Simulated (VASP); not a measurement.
BN:

```
B N
1.0
     2.67075    0.00000    0.00000
    -1.33537    2.15498    0.00000
     0.00000    0.00000    6.25690
B N
2 2
Direct
  0.33333 0.66667 0.25000
  0.66667 0.33333 0.75000
  0.33333 0.66667 0.75000
  0.66667 0.33333 0.25000
```

This cell differs from its parent crystal: normal strain along x +0.0733, normal strain along z -0.0367.

- Program: VASP 6.6.1
- Task: relaxation of the atoms
- Functional: LDA
- Potentials or basis: VASP PAW LDA potentials, release 64 (B, N)
- Cutoff: 520 eV
- k mesh: 12 × 12 × 4
- Occupations: gaussian, width 0.05 eV
- Spin: no spin polarisation

At the start: pressure -21.9 GPa; volume 9.00 Å³/atom.

How do energy, volume and symmetry change on relaxing?

Over 22 steps the energy falls by 2.6 meV/atom; space group Cmcm (No. 63, to 0.05 Å).

The path:
```
step  energy change (eV)  largest force (eV/Å)  pressure (GPa)
   1              0.0000                0.5828          -21.85
   2              0.0426                1.2904          -23.18
   3             -0.0089                0.0128          -22.43
   4             -0.0089                0.0229          -22.42
   5             -0.0089                0.0218          -22.42
   6             -0.0090                0.0196          -22.43
   7             -0.0091                0.0154          -22.43
   8             -0.0094                0.0125          -22.44
   9             -0.0098                0.0241          -22.45
  10             -0.0102                0.0469          -22.48
  11             -0.0103                0.0222          -22.46
  12             -0.0103                0.0102          -22.43
  13             -0.0103                0.0107          -22.43
  14             -0.0103                0.0121          -22.43
  15             -0.0103                0.0153          -22.43
  16             -0.0103                0.0218          -22.42
  17             -0.0103                0.0348          -22.41
  18             -0.0104                0.0347          -22.41
  19             -0.0104                0.0322          -22.41
  20             -0.0104                0.0277          -22.41
  21             -0.0104                0.0187          -22.42
  22             -0.0104                0.0018          -22.44
```

Final structure:
```
B N
1.0
     2.67075    0.00000    0.00000
    -1.33537    2.15498    0.00000
     0.00000    0.00000    6.25690
B N
2 2
Direct
  0.34729 0.69459 0.25000
  0.65271 0.30541 0.75000
  0.31580 0.63160 0.75000
  0.68420 0.36840 0.25000
```

Caveat: the cell differs from its parent crystal (normal strain along x +0.0733, normal strain along z -0.0367).
